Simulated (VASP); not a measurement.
# NaH (Fm-3m) in VASP: notebook

The runs below take NaH through vibrations by perturbation theory, with PBEsol.

All numbers are computed with VASP 6.6.1; they aren't measurements. Logs are shortened: lines on timing, memory, paths and dates and some standing lists are left out, and cuts for length are marked.

### 1 The cell of the first run

The structure is cubic, space group Fm-3m (No. 225). Conventional cell: a = 4.287 Å, b = 4.287 Å, c = 4.287 Å, α = 90.00°, β = 90.00°, γ = 90.00°. Na (site symmetry m-3m) has 6 H at 2.14 Å within 2.8 Å. H (site symmetry m-3m) has 6 Na at 2.14 Å within 2.8 Å.

### 2 Vibrations by perturbation theory, PBEsol

Contents of INCAR:

```
SYSTEM = NaH
PREC = Accurate ; ENCUT = 520
EDIFF = 1E-8 ; ISMEAR = 0
SIGMA = 0.01 ; LREAL = .False.
LASPH = .True. ; NELM = 100
ALGO = Normal ; ISIF = 2
LWAVE = .False. ; LCHARG = .False.
GGA = PS ; IBRION = 8
NSW = 1
```

Contents of KPOINTS:

```
regular mesh
0
Gamma
  8 8 8
  0 0 0
```

Contents of POSCAR:

```
NaH
1.0
    2.1435066442      2.1435066442      0.0000000000
   -2.1435066442      2.1435066442      0.0000000000
    0.0000000000      2.1435066442      2.1435066442
Na H
1 1
Direct
    0.0000000000      0.0000000000      0.0000000000
    0.5000000000      0.5000000000      0.0000000000
```

Potentials or basis: VASP PAW PBE potentials, release 64 (Na_pv, H).

The run is started by

```console
> cat potpaw_PBE.64/Na_pv/POTCAR potpaw_PBE.64/H/POTCAR > POTCAR
> mpirun -np 1 vasp_std > vasp.out
```

OUTCAR:

```text
SYSTEM = NaH
   PREC = Accurate
   ENCUT = 520
   EDIFF = 1E-8
   ISMEAR = 0
   LREAL = .False.
   LASPH = .True.
   NELM = 100
   ISIF = 2
   GGA = PS
   IBRION = 8
   NSW = 1

 ion  position               nearest neighbor table
   1  0.000  0.000  0.000-
   2  0.500  0.500  0.000-

  LATTYP: Found a face centered cubic cell.
 ALAT       =     4.2870132884

  Lattice vectors:

 A1 = (   0.0000000000,   2.1435066442,   2.1435066442)
 A2 = (   2.1435066442,   0.0000000000,   2.1435066442)
 A3 = (   2.1435066442,   2.1435066442,   0.0000000000)

Analysis of symmetry for initial positions (statically):
=====================================================================
 Subroutine PRICEL returns:
 Original cell was already a primitive cell.

 Routine SETGRP: Setting up the symmetry group for a
 face centered cubic supercell.

 Subroutine GETGRP returns: Found 48 space group operations
 (whereof 48 operations were pure point group operations)
 out of a pool of 48 trial point group operations.

The static configuration has the point symmetry O_h .

Analysis of symmetry for dynamics (positions and initial velocities):
=====================================================================
 Subroutine PRICEL returns:
 Original cell was already a primitive cell.

 Routine SETGRP: Setting up the symmetry group for a
 face centered cubic supercell.

 Subroutine GETGRP returns: Found 48 space group operations
 (whereof 48 operations were pure point group operations)
 out of a pool of 48 trial point group operations.

The dynamic configuration has the point symmetry O_h .

 Subroutine INISYM returns: Found 48 space group operations
 (whereof 48 operations are pure point group operations),
 and found     1 'primitive' translations

----------------------------------------------------------------------------------------

                                     Primitive cell

  volume of cell :      19.6972

  direct lattice vectors                    reciprocal lattice vectors
     2.143506644  2.143506644  0.000000000     0.233262631  0.233262631 -0.233262631
    -2.143506644  2.143506644  0.000000000    -0.233262631  0.233262631 -0.233262631
     0.000000000  2.143506644  2.143506644     0.000000000  0.000000000  0.466525263

  length of vectors
     3.031376167  3.031376167  3.031376167     0.404022729  0.404022729  0.466525263

  position of ions in fractional coordinates (direct lattice)
     0.000000000  0.000000000  0.000000000
     0.500000000  0.500000000  0.000000000

  ion indices of the primitive-cell ions
   primitive index   ion index
                 1           1
                 2           2

----------------------------------------------------------------------------------------

 KPOINTS: regular mesh

Automatic generation of k-mesh.
 Grid dimensions read from file:
 generate k-points for:    8    8    8

 Generating k-lattice:

  Cartesian coordinates                     Fractional coordinates (reciprocal lattice)
     0.029157829  0.029157829 -0.029157829     0.125000000  0.000000000  0.000000000
    -0.029157829  0.029157829 -0.029157829     0.000000000  0.125000000  0.000000000
     0.000000000  0.000000000  0.058315658     0.000000000  0.000000000  0.125000000

  Length of vectors
[... 78 lines left out ...]
  Thomas-Fermi vector in A             =   2.347860
   LORBIT       =      0    0 simple, 1 ext, 2 COOP (PROOUT), +10 PAW based schemes
   GGA     = PS    functional components
   LHFCALC =     F    Hartree Fock is set to
   AEXX    =    0.0000 exact exchange contribution
   IVDW    =     0    specifies the selected vdW correction
   LEPSILON=     F    determine dielectric tensor
   LRPA    =     F    only Hartree local field effects (RPA)
 non-spin polarized calculation
 Gauss-broadening in eV      SIGMA  =   0.01
  energy-cutoff  :      520.00
  volume of cell :       19.70
 maximum number of plane-waves:       544
   NGX = 11   NGY = 11   NGZ = 11

--------------------------------------- Ionic step        1  -------------------------------------------

 number of electron       7.9999997 magnetization

 Free energy of the ion-electron system (eV)
  ---------------------------------------------------
  ext. energy  EPLUGINS =         0.00000000
  ---------------------------------------------------
  free energy    TOTEN  =        -4.80038542 eV

  energy without entropy =       -4.80038542  energy(sigma->0) =       -4.80038542

 E-fermi :   0.4786     XC(G=0):  -9.2160

 val. band max:        0.3262520358   @ k =   0.5000   0.5000   0.2500
 cond. band min:       4.4973267045   @ k =   0.5000   0.0000   0.0000
 fundamental gap:      4.1710746687
 Fermi energy:         0.4786265142

 k-point     1 :       0.0000    0.0000    0.0000
  band No.  band energies     occupation
      1     -21.1811      2.00000
      2     -21.1811      2.00000
      3     -21.1811      2.00000
      4      -4.5164      2.00000
      5      14.3552      0.00000
      6      18.5742      0.00000
      7      18.5742      0.00000
      8      18.5742      0.00000
[... 243 lines left out ...]
 k-point    24 :       0.5000    0.2500    0.1250
  band No.  band energies     occupation
      1     -21.4418      2.00000
      2     -21.2897      2.00000
      3     -21.2382      2.00000
      4      -0.2608      2.00000
      5       5.4815      0.00000
      6       9.4544      0.00000
      7      13.7527      0.00000
      8      18.9481      0.00000

 [... further k-points ...]

------------------------ aborting loop because EDIFF is reached ----------------------------------------

  FORCE on cell =-STRESS in cart. coord.  units (eV):
  Direction    XX          YY          ZZ          XY          YZ          ZX
  --------------------------------------------------------------------------------------
  -------------------------------------------------------------------------------------
  Total        1.8584594      1.8584594      1.8584594     -0.0000000     -0.0000000      0.0000000
  in kB      151.1677579    151.1677579    151.1677579     -0.0000000     -0.0000000      0.0000000
  external PRESSURE =     151.1677579 kB  Pullay stress =       0.0000000 kB

 VOLUME and BASIS-vectors are now :
 -----------------------------------------------------------------------------
  energy-cutoff  :      520.00
  volume of cell :       19.70
      direct lattice vectors                 reciprocal lattice vectors
     2.143506644  2.143506644  0.000000000     0.233262631  0.233262631 -0.233262631
    -2.143506644  2.143506644  0.000000000    -0.233262631  0.233262631 -0.233262631
     0.000000000  2.143506644  2.143506644     0.000000000  0.000000000  0.466525263

 POSITION                                       TOTAL-FORCE (eV/Angst)
 -----------------------------------------------------------------------------------
      0.00000      0.00000      0.00000         0.000000      0.000000      0.000000
      0.00000      2.14351      0.00000        -0.000000     -0.000000      0.000000
 -----------------------------------------------------------------------------------
    total drift:                                0.000000     -0.000000     -0.000000

  FREE ENERGIE OF THE ION-ELECTRON SYSTEM (eV)
  ---------------------------------------------------
  free  energy   TOTEN  =        -4.8003854242 eV

  energy  without entropy=       -4.8003854242  energy(sigma->0) =       -4.80038542

[... ionic steps 2 to 3 ...]

--------------------------------------- Ionic step        4  -------------------------------------------

------------------------ aborting loop because EDIFF is reached ----------------------------------------

[... ionic steps 5 to 6 ...]

--------------------------------------- Ionic step        7  -------------------------------------------

 Free energy of the ion-electron system (eV)
  ---------------------------------------------------
  ---------------------------------------------------
  free energy    TOTEN  =        -0.01811750 eV

  energy without entropy =       -0.01811750

------------------------ aborting loop because EDIFF is reached ----------------------------------------

 INTERNAL STRAIN TENSOR  FOR ION    2  DIRECTION 1   (eV/Angst):
 -----------------------------------------------------------------------------
    -0.01135  0.00000  0.00000
     0.00000  0.00511  0.00000
    -0.00000  0.00000  0.00511

 INTERNAL STRAIN TENSOR FOR ION    2 for displacements in x,y,z  (eV/Angst):
          X           Y           Z          XY          YZ          ZX
  --------------------------------------------------------------------------------
  x     0.00000     0.00000     0.00000     0.00000     0.00000     0.00000
  y     0.00000     0.00000     0.00000     0.00000     0.00000     0.00000
  z     0.00000     0.00000     0.00000     0.00000     0.00000     0.00000

 SECOND DERIVATIVES (NOT SYMMETRIZED)
 ------------------------------------
               1X          1Y          1Z          2X          2Y          2Z
  1X    -2.735542    0.000000   -0.000000    2.735542   -0.000000    0.000000
  1Y    -0.000000   -2.735542    0.000000    0.000000    2.735542   -0.000000
  1Z     0.000000    0.000000   -2.735542   -0.000000   -0.000000    2.735542
  2X     2.739177    0.000000   -0.000000   -2.739177   -0.000000    0.000000
  2Y    -0.000000    2.739177    0.000000    0.000000   -2.739177   -0.000000
  2Z     0.000000    0.000000    2.739177   -0.000000   -0.000000   -2.739177

 Eigenvectors and eigenvalues of the dynamical matrix
 ----------------------------------------------------

   1 f  =   26.429830 THz   166.063521 2PiTHz  881.604243 cm-1   109.304946 meV
             X         Y         Z           dx          dy          dz
      0.000000  0.000000  0.000000    -0.190488   -0.073112   -0.000000
      0.000000  2.143507  0.000000     0.913956    0.350791   -0.000000
[... 21 lines left out ...]
   6 f/i=    0.003505 THz     0.022024 2PiTHz    0.116924 cm-1     0.014497 meV
             X         Y         Z           dx          dy          dz
      0.000000  0.000000  0.000000    -0.976057   -0.073289   -0.017643
      0.000000  2.143507  0.000000    -0.203431   -0.015275   -0.003677

--------------------------------------------------------------------------------------------------------

 ELASTIC MODULI CONTR FROM IONIC RELAXATION (kBar)
 Direction    XX          YY          ZZ          XY          YZ          ZX
 --------------------------------------------------------------------------------
 XX           0.0000      0.0000      0.0000      0.0000      0.0000      0.0000
 YY           0.0000      0.0000      0.0000      0.0000      0.0000      0.0000
 ZZ           0.0000      0.0000      0.0000      0.0000      0.0000      0.0000
 XY           0.0000      0.0000      0.0000      0.0000      0.0000      0.0000
 YZ           0.0000      0.0000      0.0000      0.0000      0.0000      0.0000
 ZX           0.0000      0.0000      0.0000      0.0000      0.0000      0.0000
 --------------------------------------------------------------------------------
```

Wall time 42 s (1 thread of Intel Xeon 8259CL, shared host); peak memory 0.16 GiB.

What came out:

```yaml
Highest_phonon_frequency_at_Γ: 882 cm⁻¹
```

Phonon frequencies in cm⁻¹ (negative: imaginary):
```
              q point        frequencies
(0.000, 0.000, 0.000)  0 0 0 882 882 882
```

Caveat: the cell stands under pressure or tension, which shifts response properties; the PAW data sets were made with another functional, which shifts forces and pressure a little.

(Part 1 of 2 ends here.)
